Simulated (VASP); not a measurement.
Write the native input for VASP 6.6.1 that does the following.

```
Task                   : relaxation of cell and atoms
Functional             : LDA
Potentials or basis    : VASP PAW LDA potentials, release 64 (Nb_sv)
Cutoff                 : 600 eV
k mesh                 : 12 × 12 × 12
Occupations            : fermi-dirac, width 0.05 eV
Spin                   : no spin polarisation
Target pressure        : 1.1 GPa
Dipole correction      : no
Further INCAR settings : ALGO = Normal; EDIFF = 1e-07; IBRION = 2; EDIFFG = -0.005; NSW = 60; ISIF = 3
```

The structure of Nb lies in POSCAR:

```
Nb
1.0
    0.0000000000      2.8009545300      2.8009545300
    2.8009545300      0.0000000000      2.8009545300
    2.8009545300      2.8009545300      0.0000000000
Nb
2
Direct
   -0.1250000000     -0.1250000000     -0.1250000000
    0.1250000000      0.1250000000      0.1250000000
```

This isn't the form of Nb at room conditions, which is bcc.

One way to write it, as run:

INCAR

```
ALGO = Normal
EDIFF = 1E-7
EDIFFG = -0.005
ENCUT = 600
IBRION = 2
ISIF = 3
ISMEAR = -1
LASPH = True
LCHARG = False
LREAL = False
LWAVE = False
NELM = 100
NSW = 60
PREC = Accurate
PSTRESS = 11.0
SIGMA = 0.05
```

KPOINTS

```
k-points
0
Gamma
  12 12 12
```

Potentials or basis: VASP PAW LDA potentials, release 64 (Nb_sv).

Command:

```bash
$ cat potpaw_LDA.64/Nb_sv/POTCAR > POTCAR
$ mpirun -np 1 vasp_std > vasp.out
```

Results of the run:

| Item | Value |
| --- | --- |
| Relaxed volume | 23.49 Å³/atom |
| Relaxed cell | a = 4.050 Å, b = 4.050 Å, c = 4.050 Å, α = 60.00°, β = 60.00°, γ = 60.00° |
| Space group after relaxing (to 0.1 Å) | Fd-3m (No. 227) |
| Energy change on relaxing (the run minimises the enthalpy) | -41.1 meV/atom |
| Ionic steps | 17 |
| Pressure after relaxing | 1.1 GPa |
| Band gap on the k mesh | zero (bands 13 and 14 overlap by 1.68 eV) |

Caveat: the cell is relaxed towards a set pressure, so the run minimises the enthalpy, not the energy.

It took 6.3 min on 1 thread of Intel Xeon 8259CL, with other jobs on the host, peak memory 0.17 GiB.
